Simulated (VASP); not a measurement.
A run of VASP 6.6.1 is set up as follows.

The input INCAR:

```
PREC = Accurate
ENCUT = 600
EDIFF = 1E-8
ISMEAR = -1
SIGMA = 0.05
LREAL = False
LASPH = True
NELM = 100
ALGO = Normal
ISIF = 3
LWAVE = False
LCHARG = True
GGA = PS
NBANDS = 16
IBRION = 6
NFREE = 2
POTIM = 0.015
NSW = 1
```

KPOINTS

```
regular mesh
0
Gamma
  8 8 6
```

POSCAR

```
TiB2
1.0
    3.0292000000      0.0000000000      0.0000000000
   -1.5146000000      2.6233641531      0.0000000000
    0.0000000000      0.0000000000      3.2284000000
Ti B
1 2
Direct
    0.0000000000      0.0000000000      0.0000000000
    0.6666666667      0.3333333333      0.5000000000
    0.3333333333      0.6666666667      0.5000000000
```

Potentials or basis: VASP PAW PBE potentials, release 64 (Ti_sv, B).

Run with:

```console
$ cat potpaw_PBE.64/Ti_sv/POTCAR potpaw_PBE.64/B/POTCAR > POTCAR
$ mpirun -np 1 vasp_std > vasp.out
```

(1) Predict the Voigt bulk modulus.

(2) Estimate the highest phonon frequency at Γ.

Answers

(1) 253 GPa.

(2) 903 cm⁻¹.

Caveat: the cell is under stress, which shifts elastic constants; the PAW data sets were made with another functional, which shifts forces and pressure a little.
